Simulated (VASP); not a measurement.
# Ta (I4/mmm) in VASP: a series of runs

Runs on Ta. Level: PBE. Tasks: single point.

Everything below comes from runs of VASP 6.6.1. Logs are shortened: lines on timing, memory, paths and dates and some standing lists are left out, and cuts for length are marked.

**1. The cell of the first run**

It takes space group I4/mmm (No. 139, tetragonal). The conventional cell has a = 2.849 Å, b = 2.849 Å, c = 4.596 Å, α = 90.00°, β = 90.00°, γ = 90.00°. Within 3.8 Å of Ta (site symmetry 4/mmm) lie 12 Ta at 2.85 to 3.06 Å.

**2. Single point, PBE (18.65 Å³/atom)**

Contents of INCAR:

```
PREC     = Accurate       # precision mode
ENCUT    = 520            # plane-wave cutoff, eV
EDIFF    = 1E-7           # SCF threshold, eV
ISMEAR   = 0              # smearing method
SIGMA    = 0.15           # smearing width, eV
LREAL    = False          # projectors in reciprocal space
LASPH    = True           # aspherical terms in the spheres
NELM     = 60             # most SCF steps
ALGO     = Fast           # electronic algorithm
ISIF     = 2              # what is computed and relaxed
LWAVE    = False          # write WAVECAR
LCHARG   = False          # write CHGCAR
GGA      = PE             # functional
NBANDS   = 12             # bands
```

Contents of KPOINTS:

```
Automatic mesh
0
Gamma
  20 20 20
```

Contents of POSCAR:

```
Ta
1.0
   -1.4243067033      1.4243067033      2.2978340045
    1.4243067033     -1.4243067033      2.2978340045
    1.4243067033      1.4243067033     -2.2978340045
Ta
1
Direct
    0.0000000000      0.0000000000      0.0000000000
```

Potentials or basis: VASP PAW PBE potentials, release 64 (Ta_pv).

The run is started by

```console
> cat potpaw_PBE.64/Ta_pv/POTCAR > POTCAR
> mpirun -np 1 vasp_std > vasp.out
```

OUTCAR:

```text
PREC = Accurate
   ENCUT = 520
   EDIFF = 1E-7
   ISMEAR = 0
   LREAL = False
   LASPH = True
   NELM = 60
   ISIF = 2
   GGA = PE

 ion  position               nearest neighbor table
   1  0.000  0.000  0.000-

  LATTYP: Found a body centered tetragonal cell.
 ALAT       =     2.8486134066
 C/A-ratio  =     1.6133000000

  Lattice vectors:

 A1 = (  -1.4243067033,   1.4243067033,   2.2978340045)
 A2 = (   1.4243067033,  -1.4243067033,   2.2978340045)
 A3 = (   1.4243067033,   1.4243067033,  -2.2978340045)

Analysis of symmetry for initial positions (statically):
=====================================================================
 Subroutine PRICEL returns:
 Original cell was already a primitive cell.

 Routine SETGRP: Setting up the symmetry group for a
 body centered tetragonal supercell.

 Subroutine GETGRP returns: Found 16 space group operations
 (whereof 16 operations were pure point group operations)
 out of a pool of 16 trial point group operations.

The static configuration has the point symmetry D_4h.

Analysis of symmetry for dynamics (positions and initial velocities):
=====================================================================
 Subroutine PRICEL returns:
 Original cell was already a primitive cell.

 Routine SETGRP: Setting up the symmetry group for a
 body centered tetragonal supercell.

 Subroutine GETGRP returns: Found 16 space group operations
 (whereof 16 operations were pure point group operations)
 out of a pool of 16 trial point group operations.

The dynamic configuration has the point symmetry D_4h.

 Subroutine INISYM returns: Found 16 space group operations
 (whereof 16 operations are pure point group operations),
 and found     1 'primitive' translations

----------------------------------------------------------------------------------------

                                     Primitive cell

  volume of cell :      18.6460

  direct lattice vectors                    reciprocal lattice vectors
    -1.424306703  1.424306703  2.297834004     0.000000000  0.351047986  0.217596223
     1.424306703 -1.424306703  2.297834004     0.351047986  0.000000000  0.217596223
     1.424306703  1.424306703 -2.297834004     0.351047986  0.351047986  0.000000000

  length of vectors
     3.055706184  3.055706184  3.055706184     0.413016713  0.413016713  0.496456823

  position of ions in fractional coordinates (direct lattice)
     0.000000000  0.000000000  0.000000000

  ion indices of the primitive-cell ions
   primitive index   ion index
                 1           1

----------------------------------------------------------------------------------------

 KPOINTS: Automatic mesh

Automatic generation of k-mesh.
 Grid dimensions read from file:
 generate k-points for:   20   20   20

 Generating k-lattice:

  Cartesian coordinates                     Fractional coordinates (reciprocal lattice)
     0.000000000  0.017552399  0.010879811     0.050000000  0.000000000 -0.000000000
     0.017552399  0.000000000  0.010879811     0.000000000  0.050000000 -0.000000000
     0.017552399  0.017552399  0.000000000     0.000000000  0.000000000  0.050000000

  Length of vectors
     0.020650836  0.020650836  0.024822841

  Shift w.r.t. Gamma in fractional coordinates (k-lattice)
     0.000000000  0.000000000  0.000000000

 Subroutine IBZKPT returns following result:
 ===========================================

 Found    641 irreducible k-points:

 Following reciprocal coordinates:
            Coordinates               Weight
  0.000000  0.000000  0.000000      1.000000
  0.050000  0.000000  0.000000      8.000000
  0.100000  0.000000 -0.000000      8.000000
  0.150000 -0.000000  0.000000      8.000000
  0.200000  0.000000 -0.000000      8.000000
  0.250000  0.000000 -0.000000      8.000000
[... 16 lines left out ...]
 -0.400000  0.050000 -0.000000     16.000000
 -0.350000  0.050000  0.000000     16.000000
 [... further k-points ...]
   k-points           NKPTS =    641   k-points in BZ     NKDIM =    641   number of bands    NBANDS=     12
   number of dos      NEDOS =    301   number of ions     NIONS =      1
   total plane-waves  NPLWV =  13824
   dimension x,y,z NGX =    24 NGY =   24 NGZ =   24
   dimension x,y,z NGXF=    48 NGYF=   48 NGZF=   48
   ions per type =               1
   NGX,Y,Z   is equivalent  to a cutoff of  13.06, 13.06, 13.06 a.u.
   NGXF,Y,Z  is equivalent  to a cutoff of  26.11, 26.11, 26.11 a.u.
 SYSTEM =  unknown system
   PREC   = accura    normal or accurate (medium, high low for compatibility)
   ISTART =      0    job   : 0-new  1-cont  2-samecut
   ICHARG =      2    charge: 1-file 2-atom 10-const
   ISPIN  =      1    spin polarized calculation?
   LNONCOLLINEAR =      F non collinear calculations
   LSORBIT =      F    spin-orbit coupling
   LASPH  =      T    aspherical Exc in radial PAW
   ENCUT  =  520.0 eV  38.22 Ry    6.18 a.u.   5.68  5.68  5.68*2*pi/ulx,y,z
   NELM   =     60;   NELMIN=  2; NELMDL= -5     # of ELM steps
   EDIFF  = 0.1E-06   stopping-criterion for ELM
   LREAL  =      F    real-space projection
   EDIFFG = 0.1E-05   stopping-criterion for IOM
   NSW    =      0    number of steps for IOM
   IBRION =     -1    ionic relax: 0-MD 1-quasi-New 2-CG
   NFREE  =      0    steps in history (QN), initial steepest desc. (CG)
   ISIF   =      2    stress and relaxation
   ISYM   =      2    0-nonsym 1-usesym 2-fastsym
   POTIM  = 0.5000    time-step for ionic-motion
   TEBEG  =    0.0;   TEEND  =   0.0 temperature during run
   PSTRESS=    0.0 pullay stress
   NELECT =      11.0000    total number of electrons
   NUPDOWN=      -1.0000    fix difference up-down
   EMIN   =  10.00;   EMAX   =-10.00  energy-range for DOS
   EFERMI =   0.00;   METHOD = LEGACY
   ISMEAR =     0;   SIGMA  =   0.15  broadening in eV -4-tet -1-fermi 0-gaus
   EFERMI_NEDOS =   21; number of points for ismear=-14 and -15
   IALGO  =     68    algorithm
   IMIX   =      4    mixing-type and parameters
     AMIX     =   0.40;   BMIX     =  1.00
     AMIX_MAG =   1.60;   BMIX_MAG =  1.00
  volume/ion in A,a.u.               =      18.65       125.83
  Fermi-wavevector in a.u.,A,eV,Ry     =   1.373021  2.594633 25.649520  1.885187
  Thomas-Fermi vector in A             =   2.498576
   LORBIT       =      0    0 simple, 1 ext, 2 COOP (PROOUT), +10 PAW based schemes
   GGA     = PE    functional components
   LHFCALC =     F    Hartree Fock is set to
   AEXX    =    0.0000 exact exchange contribution
   IVDW    =     0    specifies the selected vdW correction
   LEPSILON=     F    determine dielectric tensor
   LRPA    =     F    only Hartree local field effects (RPA)
 non-spin polarized calculation
 RMM-DIIS sequential band-by-band and
 Gauss-broadening in eV      SIGMA  =   0.15
  energy-cutoff  :      520.00
  volume of cell :       18.65
 maximum number of plane-waves:       521
   NGX = 11   NGY = 11   NGZ = 11

 number of electron      11.0000002 magnetization

 Free energy of the ion-electron system (eV)
  ---------------------------------------------------
  ext. energy  EPLUGINS =         0.00000000
  ---------------------------------------------------
  free energy    TOTEN  =       -11.63806541 eV

  energy without entropy =      -11.62343556  energy(sigma->0) =      -11.63075048

 E-fermi :   5.4955     XC(G=0): -12.4380

 val. band max:        5.4872029010   @ k =  -0.3500  -0.3500   0.3500
 cond. band min:       5.4973301735   @ k =  -0.1500   0.5000   0.1500
 fundamental gap:      0.0101272725
 Fermi energy:         5.4955038176

 k-point     1 :       0.0000    0.0000    0.0000
  band No.  band energies     occupation
      1     -28.0487      2.00000
      2     -27.9628      2.00000
      3     -27.9628      2.00000
      4      -2.5692      2.00000
      5       4.9487      2.00000
      6       6.7578      0.00000
      7       6.7578      0.00000
      8       7.5878      0.00000
      9      10.2730      0.00000
     10      18.3142      0.00000
     11      19.7836      0.00000
     12      20.6532      0.00000

 k-point     2 :       0.0500    0.0000    0.0000
  band No.  band energies     occupation
      1     -28.0589      2.00000
      2     -27.9866      2.00000
      3     -27.9639      2.00000
      4      -2.4666      2.00000
      5       4.9789      2.00000
      6       6.6702      0.00000
      7       6.8070      0.00000
      8       7.5776      0.00000
      9      10.1925      0.00000
     10      18.5302      0.00000
     11      19.7834      0.00000
     12      20.7624      0.00000

 k-point     3 :       0.1000    0.0000   -0.0000
  band No.  band energies     occupation
      1     -28.1080      2.00000
      2     -28.0357      2.00000
      3     -27.9671      2.00000
      4      -2.1673      2.00000
      5       5.0453      1.99998
      6       6.4260      0.00000
      7       6.9456      0.00000
      8       7.5977      0.00000
      9       9.9788      0.00000
     10      19.1011      0.00000
     11      19.7828      0.00000
     12      20.9280      0.00000
[... 286 lines left out ...]
 k-point    23 :      -0.4000    0.0500   -0.0000
  band No.  band energies     occupation
      1     -28.9459      2.00000
      2     -28.2210      2.00000
      3     -28.0180      2.00000
      4       0.8757      2.00000
      5       5.0830      1.99990
      6       5.4837      1.08882
      7       6.8680      0.00000
      8      10.3364      0.00000
      9      10.9832      0.00000
     10      16.7052      0.00000
     11      18.9929      0.00000
     12      19.7942      0.00000

 k-point    24 :      -0.3500    0.0500    0.0000
  band No.  band energies     occupation
      1     -28.8259      2.00000
      2     -28.1965      2.00000
      3     -28.0108      2.00000
      4       0.5736      2.00000
      5       4.8849      2.00000
      6       5.4739      1.16130
      7       7.0290      0.00000
      8       9.7480      0.00000
      9      10.3106      0.00000
     10      17.2983      0.00000
     11      19.7744      0.00000
     12      20.2731      0.00000

 [... further k-points ...]

------------------------ aborting loop because EDIFF is reached ----------------------------------------

  FORCE on cell =-STRESS in cart. coord.  units (eV):
  Direction    XX          YY          ZZ          XY          YZ          ZX
  --------------------------------------------------------------------------------------
  -------------------------------------------------------------------------------------
  Total       -0.2468280     -0.2468280      0.5520572      0.0000000      0.0000000      0.0000000
  in kB      -21.2089574    -21.2089574     47.4361025      0.0000000      0.0000000      0.0000000
  external PRESSURE =       1.6727292 kB  Pullay stress =       0.0000000 kB

 VOLUME and BASIS-vectors are now :
 -----------------------------------------------------------------------------
  energy-cutoff  :      520.00
  volume of cell :       18.65
      direct lattice vectors                 reciprocal lattice vectors
    -1.424306703  1.424306703  2.297834004     0.000000000  0.351047986  0.217596223
     1.424306703 -1.424306703  2.297834004     0.351047986  0.000000000  0.217596223
     1.424306703  1.424306703 -2.297834004     0.351047986  0.351047986  0.000000000

 POSITION                                       TOTAL-FORCE (eV/Angst)
 -----------------------------------------------------------------------------------
      0.00000      0.00000      0.00000         0.000000     -0.000000      0.000000
 -----------------------------------------------------------------------------------
    total drift:                                0.000000      0.000000     -0.000000

  FREE ENERGIE OF THE ION-ELECTRON SYSTEM (eV)
  ---------------------------------------------------
  free  energy   TOTEN  =       -11.6380654114 eV

  energy  without entropy=      -11.6234355583  energy(sigma->0) =      -11.63075048
```

Run time: 78 s. Hardware: 1 thread of Intel Xeon Platinum 8559C (Emerald Rapids), shared host; peak memory 0.25 GiB.

Results:

| Item | Value |
| --- | --- |
| Free energy | -11.6381 eV |
| Pressure | 0.2 GPa |
| Band gap on the k mesh | zero (an odd number of electrons rules out a gap without spin polarisation) |

Levels at points of the mesh, in eV from the Fermi level:
| k point | band 1 | band 2 | band 3 | band 4 | band 5 | band 6 | band 7 | band 8 | band 9 | band 10 |
| --- | --- | --- | --- | --- | --- | --- | --- | --- | --- | --- |
| (0.00, 0.00, 0.00) | -33.54 | -33.46 | -33.46 | -8.06 | -0.55 | 1.26 | 1.26 | 2.09 | 4.78 | 12.82 |
| (0.50, 0.00, 0.00) | -34.56 | -33.74 | -33.50 | -4.53 | -0.53 | 0.83 | 1.26 | 5.49 | 6.22 | 10.45 |
| (0.50, 0.50, 0.00) | -34.50 | -34.10 | -33.81 | -4.28 | -3.24 | 3.85 | 5.42 | 5.46 | 7.65 | 9.90 |
| (0.50, 0.50, 0.50) | -34.43 | -33.70 | -33.70 | -4.50 | -3.12 | 1.54 | 6.17 | 6.50 | 6.50 | 10.71 |

Caveat: spin-orbit coupling is left out, which moves the levels of the heavy elements.

**3. Single point, PBE (18.65 Å³/atom)**

Contents of INCAR:

```
  PREC = Accurate
  ENCUT = 520
  EDIFF = 1E-7
  ISMEAR = 0
  SIGMA = 0.15
  LREAL = False
  LASPH = True
  NELM = 60
  ALGO = Normal
  ISIF = 2
  LWAVE = False
  LCHARG = True
  GGA = PE
  LELF = True
  LVHAR = True
  NBANDS = 12
```

Contents of KPOINTS:

```
regular mesh
0
Gamma
  20 20 20
```

Contents of POSCAR:

```
Ta
1.0
   -1.7384080952      1.7384080952      1.5424895029
    1.7384080952     -1.7384080952      1.5424895029
    1.7384080952      1.7384080952     -1.5424895029
Ta
1
Direct
    0.0000000000      0.0000000000      0.0000000000
```

Potentials or basis: VASP PAW PBE potentials, release 64 (Ta_pv).

The run is started by

```console
> cat potpaw_PBE.64/Ta_pv/POTCAR > POTCAR
> mpirun -np 1 vasp_std > vasp.out
```

Run time: 52 s. Hardware: 1 thread of Intel Xeon Platinum 8559C (Emerald Rapids), shared host; peak memory 0.26 GiB.

The run converged. Its results:

```
Free energy            : -11.7736 eV
Pressure               : -2.3 GPa
Band gap on the k mesh : zero (an odd number of electrons rules out a gap without spin polarisation)
```

Stress tensor (GPa, compression positive):
```
-4.68  0.00  0.00
 0.00 -4.68  0.00
 0.00  0.00  2.41
```

Levels at points of the mesh, in eV from the Fermi level:
| k point | band 2 | band 3 | band 4 | band 5 | band 6 | band 7 | band 8 | band 9 |
| --- | --- | --- | --- | --- | --- | --- | --- | --- |
| (0.00, 0.00, 0.00) | -33.26 | -33.23 | -7.83 | -0.21 | 1.34 | 1.34 | 2.64 | 4.75 |
| (0.50, 0.00, 0.00) | -33.62 | -33.32 | -4.23 | -1.92 | 1.74 | 3.65 | 5.79 | 7.32 |
| (0.50, 0.50, 0.00) | -33.50 | -33.22 | -4.36 | -0.34 | 0.86 | 2.38 | 4.06 | 7.20 |
| (0.50, 0.50, 0.50) | -34.06 | -33.80 | -3.79 | -3.52 | 6.41 | 6.41 | 6.86 | 7.30 |

Caveat: spin-orbit coupling is left out, which moves the levels of the heavy elements.
